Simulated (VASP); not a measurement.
Input of a VASP 6.6.1 run:

The input INCAR:

```
ALGO = Normal ; EDIFF = 1E-6
ENCUT = 500 ; GGA = PE
GGA_COMPAT = False ; ISIF = 2
ISMEAR = 0 ; LASPH = True
LCHARG = False ; LREAL = False
LWAVE = False ; NBANDS = 40
NELM = 120 ; PREC = Accurate
SIGMA = 0.2
```

The input KPOINTS:

```
k-points
0
Gamma
  4 4 4
```

File POSCAR:

```
Zr2NbTe4
1.0
   -3.6460171649      3.6460171649      3.5306310503
    3.6460171649     -3.6460171649      3.5306310503
    3.6460171649      3.6460171649     -3.5306310503
Zr Nb Te
2 1 4
Direct
    0.7500000000      0.2500000000      0.5000000000
    0.2500000000      0.7500000000      0.5000000000
    0.0000000000      0.0000000000      0.0000000000
    0.2651335730      0.2651335730      0.5302671461
    0.2651335730      0.7348664270      0.0000000000
    0.7348664270      0.7348664270      0.4697328539
    0.7348664270      0.2651335730      0.0000000000
```

Potentials or basis: VASP PAW PBE potentials, release 64 (Zr_sv, Nb_sv, Te).

Run with:

```bash
$ cat potpaw_PBE.64/Zr_sv/POTCAR potpaw_PBE.64/Nb_sv/POTCAR potpaw_PBE.64/Te/POTCAR > POTCAR
$ mpirun -np 1 vasp_std > vasp.out
```

Q: Estimate the band gap on the k mesh.

A: Zero (an odd number of electrons rules out a gap without spin polarisation).

Q: Predict the pressure.

A: -0.3 GPa.

Stress tensor (GPa, compression positive):
```
-0.33  0.00  0.00
 0.00 -0.33  0.00
 0.00  0.00 -0.11
```

Caveat: spin-orbit coupling is left out, which moves the levels of the heavy elements.
